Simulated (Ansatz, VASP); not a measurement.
Two plane-wave programs on GaIr5

```xyz
6
Lattice="2.7662 0.0000 0.0000 -1.3831 2.3956 0.0000 0.0000 0.0000 13.1123" Properties=species:S:1:pos:R:3 pbc="T T T"
Ga    0.0000    0.0000    0.0000
Ir    0.0000    1.5970    2.1009
Ir    1.3831    0.7985    4.3468
Ir    1.3831    0.7985   11.0114
Ir    0.0000    1.5970    8.7655
Ir    0.0000    0.0000    6.5561
```

Alike in both runs: functional PBE; k mesh 12 × 12 × 4; occupations gaussian, width 0.1 eV; no spin polarisation.

Ansatz relaxed the structure, and its values are those at the end. VASP's run is a single point on that final structure, the one shown.

|  | VASP | Ansatz |
| --- | --- | --- |
| version | VASP 6.6.1 | Ansatz 0.2.0 |
| potentials or method | VASP PAW PBE potentials, release 64 (Ga_d, Ir), cutoff 520 eV | scalar-relativistic, plane waves, PAW |
| valence electrons in the cell | 58 | 98 |

|  | VASP | Ansatz | Ansatz less VASP |
| --- | --- | --- | --- |
| gap on the k mesh at the Fermi level (eV) | none | none | - |
| pressure (GPa) | 0.5 | 0.0 | -0.48 |

A gap of «none» marks a metal or a gap that the smearing closes. The functional is the same, so the differences come from potentials, cutoffs and numerics. VASP's potentials hold 58 valence electrons a cell and Ansatz's 98, so a difference there can come from the potentials and not from the codes.

Neither program's run includes spin-orbit coupling.
